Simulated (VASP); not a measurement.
# AlN (F-43m) in VASP: notebook

AlN is run at these levels: r2SCAN; tasks: single point.

Program: VASP 6.6.1. These are calculated values, not measurements. Logs are shortened: lines on timing, memory, paths and dates and some standing lists are left out, and cuts for length are marked.

## Step 1: The cell of the first run

Symmetry: F-43m, No. 216, cubic system. Conventional cell: a = 4.370 Å, b = 4.370 Å, c = 4.370 Å, α = 90.00°, β = 90.00°, γ = 90.00°. Within 2.5 Å of Al (site symmetry -43m) lie 4 N at 1.89 Å. N (site symmetry -43m) has 4 Al at 1.89 Å within 2.5 Å.

## Step 2: Single point, r2SCAN

POSCAR reads:

```
AlN
1.0
    0.0000000000      2.1849006282      2.1849006282
    2.1849006282      0.0000000000      2.1849006282
    2.1849006282      2.1849006282      0.0000000000
Al N
1 1
Direct
    0.0000000000      0.0000000000      0.0000000000
    0.7500000000      0.7500000000      0.7500000000
```

INCAR.step1 reads:

```
  PREC = Accurate
  ENCUT = 520
  ISMEAR = 0
  SIGMA = 0.02
  LREAL = F
  LASPH = T
  NELM = 60
  NBANDS = 11
  GGA = PE
  ALGO = Normal
  EDIFF = 1E-4
  LWAVE = T
  LCHARG = F
```

INCAR.step2 reads:

```
  PREC = Accurate
  ENCUT = 520
  EDIFF = 1E-6
  ISMEAR = 0
  SIGMA = 0.02
  LREAL = F
  LASPH = T
  NELM = 60
  ALGO = Normal
  ISIF = 2
  LWAVE = F
  LCHARG = F
  METAGGA = R2SCAN
  LMIXTAU = T
  NBANDS = 11
  ISTART = 1
```

KPOINTS reads:

```
Automatic mesh
0
Gamma
  10 10 10
```

Potentials or basis: VASP PAW PBE potentials, release 64 (Al, N).

On the command line:

```bash
> cat potpaw_PBE.64/Al/POTCAR potpaw_PBE.64/N/POTCAR > POTCAR
> cp INCAR.step1 INCAR
> mpirun -np 1 vasp_std > vasp.out
> cp INCAR.step2 INCAR
> mpirun -np 1 vasp_std > vasp.out
```

OUTCAR:

```text
PREC = Accurate
   ENCUT = 520
   EDIFF = 1E-6
   ISMEAR = 0
   LREAL = F
   LASPH = T
   NELM = 60
   ISIF = 2
   METAGGA = R2SCAN
   ISTART = 1

 ion  position               nearest neighbor table
   1  0.000  0.000  0.000-   2 1.89   2 1.89   2 1.89   2 1.89
   2  0.750  0.750  0.750-   1 1.89   1 1.89   1 1.89   1 1.89

  LATTYP: Found a face centered cubic cell.
 ALAT       =     4.3698012564

  Lattice vectors:

 A1 = (   0.0000000000,   2.1849006282,   2.1849006282)
 A2 = (   2.1849006282,   0.0000000000,   2.1849006282)
 A3 = (   2.1849006282,   2.1849006282,   0.0000000000)

Analysis of symmetry for initial positions (statically):
=====================================================================
 Subroutine PRICEL returns:
 Original cell was already a primitive cell.

 Routine SETGRP: Setting up the symmetry group for a
 face centered cubic supercell.

 Subroutine GETGRP returns: Found 24 space group operations
 (whereof 24 operations were pure point group operations)
 out of a pool of 48 trial point group operations.

The static configuration has the point symmetry T_d .

Analysis of symmetry for dynamics (positions and initial velocities):
=====================================================================
 Subroutine PRICEL returns:
 Original cell was already a primitive cell.

 Routine SETGRP: Setting up the symmetry group for a
 face centered cubic supercell.

 Subroutine GETGRP returns: Found 24 space group operations
 (whereof 24 operations were pure point group operations)
 out of a pool of 48 trial point group operations.

The dynamic configuration has the point symmetry T_d .

 Subroutine INISYM returns: Found 24 space group operations
 (whereof 24 operations are pure point group operations),
 and found     1 'primitive' translations

----------------------------------------------------------------------------------------

                                     Primitive cell

  volume of cell :      20.8605

  direct lattice vectors                    reciprocal lattice vectors
     0.000000000  2.184900628  2.184900628    -0.228843360  0.228843360  0.228843360
     2.184900628  0.000000000  2.184900628     0.228843360 -0.228843360  0.228843360
     2.184900628  2.184900628  0.000000000     0.228843360  0.228843360 -0.228843360

  length of vectors
     3.089916101  3.089916101  3.089916101     0.396368326  0.396368326  0.396368326

  position of ions in fractional coordinates (direct lattice)
     0.000000000  0.000000000  0.000000000
     0.750000000  0.750000000  0.750000000

  ion indices of the primitive-cell ions
   primitive index   ion index
                 1           1
                 2           2

----------------------------------------------------------------------------------------

 KPOINTS: Automatic mesh

Automatic generation of k-mesh.
 Grid dimensions read from file:
 generate k-points for:   10   10   10

 Generating k-lattice:

  Cartesian coordinates                     Fractional coordinates (reciprocal lattice)
    -0.022884336  0.022884336  0.022884336     0.100000000  0.000000000  0.000000000
     0.022884336 -0.022884336  0.022884336     0.000000000  0.100000000  0.000000000
     0.022884336  0.022884336 -0.022884336     0.000000000  0.000000000  0.100000000

  Length of vectors
     0.039636833  0.039636833  0.039636833

  Shift w.r.t. Gamma in fractional coordinates (k-lattice)
     0.000000000  0.000000000  0.000000000

 Subroutine IBZKPT returns following result:
 ===========================================

 Found     47 irreducible k-points:

 Following reciprocal coordinates:
            Coordinates               Weight
  0.000000  0.000000  0.000000      1.000000
  0.100000  0.000000  0.000000      8.000000
  0.200000  0.000000  0.000000      8.000000
  0.300000  0.000000  0.000000      8.000000
  0.400000  0.000000  0.000000      8.000000
  0.500000  0.000000  0.000000      4.000000
[... 16 lines left out ...]
  0.300000  0.300000  0.000000      6.000000
  0.400000  0.300000  0.000000     24.000000
 [... further k-points ...]
   k-points           NKPTS =     47   k-points in BZ     NKDIM =     47   number of bands    NBANDS=     11
   number of dos      NEDOS =    301   number of ions     NIONS =      2
   total plane-waves  NPLWV =  13824
   dimension x,y,z NGX =    24 NGY =   24 NGZ =   24
   dimension x,y,z NGXF=    48 NGYF=   48 NGZF=   48
   ions per type =               1   1
   NGX,Y,Z   is equivalent  to a cutoff of  12.91, 12.91, 12.91 a.u.
   NGXF,Y,Z  is equivalent  to a cutoff of  25.83, 25.83, 25.83 a.u.
 SYSTEM =  unknown system
   PREC   = accura    normal or accurate (medium, high low for compatibility)
   ISTART =      1    job   : 0-new  1-cont  2-samecut
   ICHARG =      0    charge: 1-file 2-atom 10-const
   ISPIN  =      1    spin polarized calculation?
   LNONCOLLINEAR =      F non collinear calculations
   LSORBIT =      F    spin-orbit coupling
   LASPH  =      T    aspherical Exc in radial PAW
   ENCUT  =  520.0 eV  38.22 Ry    6.18 a.u.   5.75  5.75  5.75*2*pi/ulx,y,z
   NELM   =     60;   NELMIN=  2; NELMDL=  0     # of ELM steps
   EDIFF  = 0.1E-05   stopping-criterion for ELM
   LREAL  =      F    real-space projection
   EDIFFG = 0.1E-04   stopping-criterion for IOM
   NSW    =      0    number of steps for IOM
   IBRION =     -1    ionic relax: 0-MD 1-quasi-New 2-CG
   NFREE  =      0    steps in history (QN), initial steepest desc. (CG)
   ISIF   =      2    stress and relaxation
   ISYM   =      2    0-nonsym 1-usesym 2-fastsym
   POTIM  = 0.5000    time-step for ionic-motion
   TEBEG  =    0.0;   TEEND  =   0.0 temperature during run
   PSTRESS=    0.0 pullay stress
   NELECT =       8.0000    total number of electrons
   NUPDOWN=      -1.0000    fix difference up-down
   EMIN   =  10.00;   EMAX   =-10.00  energy-range for DOS
   EFERMI =   0.00;   METHOD = LEGACY
   ISMEAR =     0;   SIGMA  =   0.02  broadening in eV -4-tet -1-fermi 0-gaus
   EFERMI_NEDOS =   21; number of points for ismear=-14 and -15
   IALGO  =     38    algorithm
   IMIX   =      4    mixing-type and parameters
     AMIX     =   0.40;   BMIX     =  1.00
     AMIX_MAG =   1.60;   BMIX_MAG =  1.00
  volume/ion in A,a.u.               =      10.43        70.39
  Fermi-wavevector in a.u.,A,eV,Ry     =   1.189405  2.247650 19.247952  1.414685
  Thomas-Fermi vector in A             =   2.325513
   LORBIT       =      0    0 simple, 1 ext, 2 COOP (PROOUT), +10 PAW based schemes
   METAGGA = R2SCAN    functional components
   LHFCALC =     F    Hartree Fock is set to
   AEXX    =    0.0000 exact exchange contribution
   IVDW    =     0    specifies the selected vdW correction
   LEPSILON=     F    determine dielectric tensor
   LRPA    =     F    only Hartree local field effects (RPA)
 non-spin polarized calculation
 Gauss-broadening in eV      SIGMA  =   0.02
  energy-cutoff  :      520.00
  volume of cell :       20.86
 maximum number of plane-waves:       588
   NGX = 11   NGY = 11   NGZ = 11

 number of electron       8.0000000 magnetization

 Free energy of the ion-electron system (eV)
  ---------------------------------------------------
  ext. energy  EPLUGINS =         0.00000000
  ---------------------------------------------------
  free energy    TOTEN  =       -19.17972325 eV

  energy without entropy =      -19.17972325  energy(sigma->0) =      -19.17972325

 E-fermi :   5.8867     XC(G=0): -11.4128

 val. band max:        5.6814448131   @ k =   0.0000   0.0000   0.0000
 cond. band min:       9.6152406307   @ k =   0.5000   0.5000   0.0000
 fundamental gap:      3.9337958176
 Fermi energy:         5.8867221162

 k-point     1 :       0.0000    0.0000    0.0000
  band No.  band energies     occupation
      1     -10.0530      2.00000
      2       5.6814      2.00000
      3       5.6814      2.00000
      4       5.6814      2.00000
      5      10.5622      0.00000
      6      19.1899      0.00000
      7      19.1899      0.00000
      8      19.1899      0.00000
      9      24.2055      0.00000
     10      24.2055      0.00000
     11      25.9153      0.00000

 k-point     2 :       0.1000    0.0000    0.0000
  band No.  band energies     occupation
      1      -9.9065      2.00000
      2       4.8809      2.00000
      3       5.6295      2.00000
      4       5.6295      2.00000
      5      11.2214      0.00000
      6      18.8111      0.00000
      7      19.3303      0.00000
      8      19.3303      0.00000
      9      22.9791      0.00000
     10      22.9791      0.00000
     11      25.1128      0.00000

 k-point     3 :       0.2000    0.0000    0.0000
  band No.  band energies     occupation
      1      -9.4914      2.00000
      2       3.2583      2.00000
      3       5.4995      2.00000
      4       5.4995      2.00000
      5      12.3876      0.00000
      6      18.0205      0.00000
      7      19.2229      0.00000
      8      19.2229      0.00000
      9      22.4851      0.00000
     10      22.4851      0.00000
     11      24.2371      0.00000

 k-point     4 :       0.3000    0.0000    0.0000
  band No.  band energies     occupation
      1      -8.8940      2.00000
      2       1.5876      2.00000
      3       5.3501      2.00000
      4       5.3501      2.00000
      5      13.2832      0.00000
      6      17.2591      0.00000
      7      18.4872      0.00000
      8      18.4872      0.00000
      9      23.6605      0.00000
     10      23.6605      0.00000
     11      24.0920      0.00000
[... 239 lines left out ...]
 k-point    22 :      -0.2000    0.2000    0.0000
  band No.  band energies     occupation
      1      -8.6971      2.00000
      2       1.8960      2.00000
      3       3.9808      2.00000
      4       5.4266      2.00000
      5      14.0357      0.00000
      6      16.4864      0.00000
      7      18.0604      0.00000
      8      19.0140      0.00000
      9      21.6245      0.00000
     10      25.3495      0.00000
     11      28.1774      0.00000

 k-point    23 :       0.3000    0.3000    0.0000
  band No.  band energies     occupation
      1      -8.5199      2.00000
      2       2.1340      2.00000
      3       4.4222      2.00000
      4       4.4222      2.00000
      5      11.6848      0.00000
      6      16.2652      0.00000
      7      18.5312      0.00000
      8      21.2837      0.00000
      9      21.2837      0.00000
     10      27.0461      0.00000
     11      30.7490      0.00000

 k-point    24 :       0.4000    0.3000    0.0000
  band No.  band energies     occupation
      1      -8.0684      2.00000
      2       1.4922      2.00000
      3       3.9634      2.00000
      4       4.2555      2.00000
      5      11.2519      0.00000
      6      16.0934      0.00000
      7      18.9666      0.00000
      8      21.3532      0.00000
      9      21.9241      0.00000
     10      28.1153      0.00000
     11      30.5273      0.00000

 [... further k-points ...]
[... 5 lines left out ...]
  --------------------------------------------------------------------------------------
  -------------------------------------------------------------------------------------
  Total       -0.0511166     -0.0511166     -0.0511166      0.0000000      0.0000000      0.0000000
  in kB       -3.9259713     -3.9259713     -3.9259713      0.0000000      0.0000000      0.0000000
  external PRESSURE =      -3.9259713 kB  Pullay stress =       0.0000000 kB

 VOLUME and BASIS-vectors are now :
 -----------------------------------------------------------------------------
  energy-cutoff  :      520.00
  volume of cell :       20.86
      direct lattice vectors                 reciprocal lattice vectors
     0.000000000  2.184900628  2.184900628    -0.228843360  0.228843360  0.228843360
     2.184900628  0.000000000  2.184900628     0.228843360 -0.228843360  0.228843360
     2.184900628  2.184900628  0.000000000     0.228843360  0.228843360 -0.228843360

 POSITION                                       TOTAL-FORCE (eV/Angst)
 -----------------------------------------------------------------------------------
      0.00000      0.00000      0.00000         0.000000      0.000000      0.000000
      3.27735      3.27735      3.27735        -0.000000     -0.000000     -0.000000
 -----------------------------------------------------------------------------------
    total drift:                                0.000000      0.000000      0.000000

  FREE ENERGIE OF THE ION-ELECTRON SYSTEM (eV)
  ---------------------------------------------------
  free  energy   TOTEN  =       -19.1797232489 eV

  energy  without entropy=      -19.1797232489  energy(sigma->0) =      -19.17972325
```

It took 17 s on 1 thread of Intel Xeon 6975P-C (Granite Rapids), shared host; peak memory 0.14 GiB.

Results:

- Free energy: -19.1797 eV
- Pressure: -0.4 GPa
- Band gap on the k mesh: 3.93 eV, indirect (least direct gap 4.88 eV)

Caveat: the PAW data sets were made with another functional, which shifts forces and pressure a little.

## Step 3: Single point, r2SCAN

POSCAR is that of step 2.

INCAR.step1 reads:

```
SYSTEM = AlN
PREC = Accurate
ENCUT = 520
ISMEAR = 0
SIGMA = 0.02
LREAL = .FALSE.
LASPH = .TRUE.
NELM = 80
NBANDS = 11
GGA = PE
ALGO = Normal
EDIFF = 1E-4
LWAVE = .TRUE.
LCHARG = .FALSE.
```

INCAR.step2 reads:

```
SYSTEM = AlN
PREC = Accurate
ENCUT = 520
EDIFF = 1E-7
ISMEAR = 0
SIGMA = 0.02
LREAL = .FALSE.
LASPH = .TRUE.
NELM = 80
ALGO = Normal
ISIF = 2
LWAVE = .FALSE.
LCHARG = .FALSE.
METAGGA = R2SCAN
LMIXTAU = .TRUE.
NBANDS = 11
ISTART = 1
```

KPOINTS reads:

```
Automatic mesh
0
G
  10 10 10
  0 0 0
```

Potentials or basis: VASP PAW PBE potentials, release 64 (Al, N).

On the command line:

```bash
> cat potpaw_PBE.64/Al/POTCAR potpaw_PBE.64/N/POTCAR > POTCAR
> cp INCAR.step1 INCAR
> mpirun -np 1 vasp_std > vasp.out
> cp INCAR.step2 INCAR
> mpirun -np 1 vasp_std > vasp.out
```

Wall time 17 s (1 thread of Intel Xeon 6975P-C (Granite Rapids), shared host); peak memory 0.13 GiB.

It converged, with:

- Free energy: -19.1797 eV
- Pressure: -0.4 GPa
- Band gap on the k mesh: 3.93 eV, indirect (least direct gap 4.88 eV)

Levels at points of the mesh, in eV from the valence-band top:
| k point | band 1 | band 2 | band 3 | band 4 | band 5 | band 6 | band 7 | band 8 | band 9 |
| --- | --- | --- | --- | --- | --- | --- | --- | --- | --- |
| (0.00, 0.00, 0.00) | -15.73 | 0.00 | 0.00 | 0.00 | 4.88 | 13.51 | 13.51 | 13.51 | 18.52 |
| (0.50, 0.00, 0.00) | -13.73 | -5.89 | -0.49 | -0.49 | 8.20 | 10.82 | 11.94 | 11.94 | 19.31 |
| (0.50, 0.50, 0.00) | -13.10 | -4.95 | -1.81 | -1.81 | 3.93 | 9.47 | 15.18 | 16.94 | 16.94 |

Caveat: the PAW data sets were made with another functional, which shifts forces and pressure a little.

[end of part 1 of 2]
